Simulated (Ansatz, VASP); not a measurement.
**One calculation of Na2YB2, two programs**

File INCAR:

```
SYSTEM = Na2YB2
  ALGO = Normal
  EDIFF = 1E-7
  ENCUT = 520
  GGA = PS
  ISIF = 2
  ISMEAR = 0
  LASPH = .True.
  LCHARG = .True.
  LELF = .True.
  LREAL = .False.
  LVHAR = .True.
  LWAVE = .False.
  NBANDS = 42
  NELM = 60
  PREC = Accurate
  SIGMA = 0.1941
```

KPOINTS

```
k-points
0
Gamma
  4 4 4
  0 0 0
```

The input POSCAR:

```
Na2YB2
1.0
    0.0000000000      4.9068050000      3.0516970000
    0.0000000000     -4.9068050000      3.0516970000
    5.7478660000      0.0000000000     -3.0516970000
Na B Y
4 4 2
Direct
    0.7476300000      0.4976300000      0.9952600000
    0.0023700000      0.7523700000      0.5047400000
    0.2523700000      0.5023700000      0.0047400000
    0.9976300000      0.2476300000      0.4952600000
    0.6960000000      0.8040000000      0.2500000000
    0.0540000000      0.4460000000      0.2500000000
    0.3040000000      0.1960000000      0.7500000000
    0.9460000000      0.5540000000      0.7500000000
    0.3750000000      0.1250000000      0.2500000000
    0.6250000000      0.8750000000      0.7500000000
```

Input for Ansatz:

```yaml
crystal:
  lattice:
    - [0.0, 4.906805, 3.051697]
    - [0.0, -4.906805, 3.051697]
    - [5.747866, 0.0, -3.051697]
  atoms:
    - { symbol: Na, position: [0.74763, 0.49763, 0.99526] }
    - { symbol: Na, position: [0.00237, 0.75237, 0.50474] }
    - { symbol: Na, position: [0.25237, 0.50237, 0.00474] }
    - { symbol: Na, position: [0.99763, 0.24763, 0.49526] }
    - { symbol: B, position: [0.696, 0.804, 0.25] }
    - { symbol: B, position: [0.054, 0.446, 0.25] }
    - { symbol: B, position: [0.304, 0.196, 0.75] }
    - { symbol: B, position: [0.946, 0.554, 0.75] }
    - { symbol: "Y", position: [0.375, 0.125, 0.25] }
    - { symbol: "Y", position: [0.625, 0.875, 0.75] }
  symmetry: { tolerance: 0.0003 }
kpoints:
  mp_grid: { grid: [4, 4, 4], shift: [0, 0, 0] }
magnetization:
  spin_polarized: false
scf:
  occupations: { method: gaussian, width: 0.1941 }
hamiltonian:
  pseudopotentials: { kind: paw }
  xc: pbesol
basis:
  ecutwfc: 420
output:
  forces: true
  stress: true
  eigenvalues: true
```

Alike in both runs: task single point; functional PBEsol; k mesh 4 × 4 × 4; occupations gaussian, width 0.1941 eV; no spin polarisation.

|  | VASP | Ansatz |
| --- | --- | --- |
| version | VASP 6.6.1 | Ansatz 0.2.0 |
| potentials or method | VASP PAW PBE potentials, release 64 (Na_pv, B, Y_sv), cutoff 520 eV | PAW plane waves |
| valence electrons in the cell | 62 | 70 |

Ansatz gave:

- gap on the k mesh at the Fermi level (eV): none
- pressure (GPa): 8.3
- traceless stress, the component that is largest in VASP (GPa): 2.65
- rms of the force components (eV/Å): 0.526

**Question.** Which values does VASP return?

**Answer.** gap on the k mesh at the Fermi level (eV): none; pressure (GPa): 8.5; traceless stress, the component that is largest in VASP (GPa): 2.65; rms of the force components (eV/Å): 0.530.

VASP's potentials were made for PBE, not for PBEsol. Atom by atom the forces differ by 0.004 eV/Å (rms over components). A gap of «none» marks a metal or a gap that the smearing closes. The functional is the same, so the differences come from potentials, cutoffs and numerics. VASP's potentials hold 62 valence electrons a cell and Ansatz's 70, so a difference there can come from the potentials and not from the codes.
